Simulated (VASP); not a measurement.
# Ge: relaxation of cell and atoms with LDA

The system is Ge.

```
Ge
1.0
    -1.68099    1.68099    1.68099
     1.68099   -1.68099    1.68099
     1.68099    1.68099   -1.68099
Ge
1
Direct
  0.00000 0.00000 0.00000
```

* Program: VASP 6.6.1
* Task: relaxation of cell and atoms
* Functional: LDA
* Potentials or basis: VASP PAW LDA potentials, release 64 (Ge_d)
* Cutoff: 600 eV
* k mesh: 18 × 18 × 18
* Occupations: fermi-dirac, width 0.1 eV
* Spin: no spin polarisation
* Dipole correction: no
* Further INCAR settings: ALGO = Normal; EDIFF = 1e-06; IBRION = 2; EDIFFG = -0.005; NSW = 60; ISIF = 3

The relaxed volume is 17.91 Å³/atom, the relaxed cell is a = 2.855 Å, b = 2.855 Å, c = 2.855 Å, α = 109.47°, β = 109.47°, γ = 109.47° and the space group after relaxing (to 0.05 Å) is Im-3m (No. 229). The energy gained by relaxing is 13.7 meV/atom. The ionic steps are 3 and the pressure after relaxing is 0.0 GPa. The band gap on the k mesh is zero (band 7 reaches 16.64 eV, above the bottom of band 8 at 3.88 eV).

Step by step:
| step | energy change (eV) | largest force (eV/Å) | pressure (GPa) | volume (Å³) |
| --- | --- | --- | --- | --- |
| 1 | 0.0000 | 0.0000 | -3.88 | 19.00 |
| 2 | -0.0133 | 0.0000 | 0.60 | 17.76 |
| 3 | -0.0137 | 0.0000 | -0.02 | 17.91 |

Final structure:
```
Ge
1.0
    -1.64826    1.64826    1.64826
     1.64826   -1.64826    1.64826
     1.64826    1.64826   -1.64826
Ge
1
Direct
  0.00000 0.00000 0.00000
```

Levels at points of the mesh, in eV from the Fermi level:
| k point | band 4 | band 5 | band 6 | band 7 | band 8 | band 9 | band 10 | band 11 |
| --- | --- | --- | --- | --- | --- | --- | --- | --- |
| (0.00, 0.00, 0.00) | -24.74 | -24.74 | -13.60 | 9.56 | 9.56 | 9.56 | 15.42 | 15.42 |
| (0.50, 0.00, 0.00) | -24.75 | -24.68 | -7.58 | -5.58 | 4.53 | 6.95 | 9.89 | 9.97 |
| (0.50, 0.50, 0.50) | -24.70 | -24.70 | -2.39 | -0.52 | -0.52 | -0.52 | 4.45 | 4.45 |

It took 95 s on 1 thread of Intel Xeon 8259CL, on a shared host, peak memory 0.17 GiB.
